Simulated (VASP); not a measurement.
Runs of VASP 6.6.1 on Ba2Cu. The structure is that of space group P6/mmm (No. 191), or close to it. The cells are those of the table. 

```csv
task,cell,k mesh,cutoff (eV),gap on the mesh (eV),pressure (GPa)
single point,"a = 5.116, b = 5.116, c = 3.598 Å, angles 90.0, 90.0, 120.0°, 3 atoms",6 × 6 × 6,520,none,11.7
relaxation of cell and atoms,"relaxed from a = 5.116, b = 5.116, c = 3.598 Å, angles 90.0, 90.0, 120.0°, 3 atoms",6 × 6 × 6,600,none,0.0
single point,"a = 5.757, b = 5.757, c = 3.608 Å, angles 90.0, 90.0, 120.0°, 3 atoms",12 × 12 × 14,520,none,0.7
single point,"a = 5.700, b = 5.700, c = 3.608 Å, angles 90.0, 90.0, 120.0°, 3 atoms",6 × 6 × 6,520,none,(a)
```

Alike in all rows: level PBE; potentials or basis VASP PAW PBE potentials, release 64 (Ba_sv, Cu); no spin polarisation; smearing gaussian 0.1 eV.

Task: Fill in the values left out.

Result: (a) 1.0.

Caveats: spin-orbit coupling is left out, which moves the levels of the heavy elements.

A k mesh can miss the band edges, and the runs leave out spin-orbit coupling on Ba.

A gap of «none» marks levels without a gap at the run's occupations.
